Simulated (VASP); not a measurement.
## KI: single point with PBEsol

The system is KI.

```
K I
1.0
     4.11955    0.00000    0.00000
     0.00000    4.11955    0.00000
     0.00000    0.00000    3.94790
K I
1 1
Direct
  0.00000 0.00000 0.00000
  0.50000 0.50000 0.50000
```

This cell differs from its parent crystal: strain -0.040 along x and y, -0.080 along z.

* Program: VASP 6.6.1
* Task: single point
* Functional: PBEsol
* Potentials or basis: VASP PAW PBE potentials, release 64 (K_sv, I)
* Cutoff: 520 eV
* k mesh: 6 × 6 × 6
* Occupations: gaussian, width 0.05 eV
* Spin: no spin polarisation
* Dipole correction: no
* Further INCAR settings: ALGO = Normal; EDIFF = 1e-06; NBANDS = 15

| Quantity | Value |
| --- | --- |
| Pressure | 2.5 GPa |
| Band gap on the k mesh | 3.34 eV, direct |

Stress tensor (GPa, compression positive):
```
1.92 0.00 0.00
0.00 1.92 0.00
0.00 0.00 3.67
```

Levels at points of the mesh, in eV from the valence-band top:
```csv
k point,band 6,band 7,band 8,band 9,band 10,band 11
"(0.00, 0.00, 0.00)",-0.79,-0.79,-0.42,3.39,3.93,4.20
"(0.50, 0.00, 0.00)",-3.19,-0.78,-0.38,5.56,5.63,6.64
"(0.50, 0.50, 0.00)",-2.41,-2.41,0.00,3.34,5.66,6.71
"(0.00, 0.00, 0.50)",-3.24,-0.69,-0.69,5.58,5.69,6.57
"(0.50, 0.00, 0.50)",-2.50,-2.31,-0.28,3.40,5.29,6.25
"(0.50, 0.50, 0.50)",-2.55,-2.40,-2.40,5.33,5.33,5.48
```

Run time: 28 s on 1 thread of AMD EPYC 9R45 (Zen 5), on a shared host, peak memory 0.16 GiB.

Caveat: the cell differs from its parent crystal (strain -0.040 along x and y, -0.080 along z); the PAW data sets were made with another functional, which shifts forces and pressure a little; spin-orbit coupling is left out, which moves the levels of the heavy elements. A k mesh can miss the band edges.
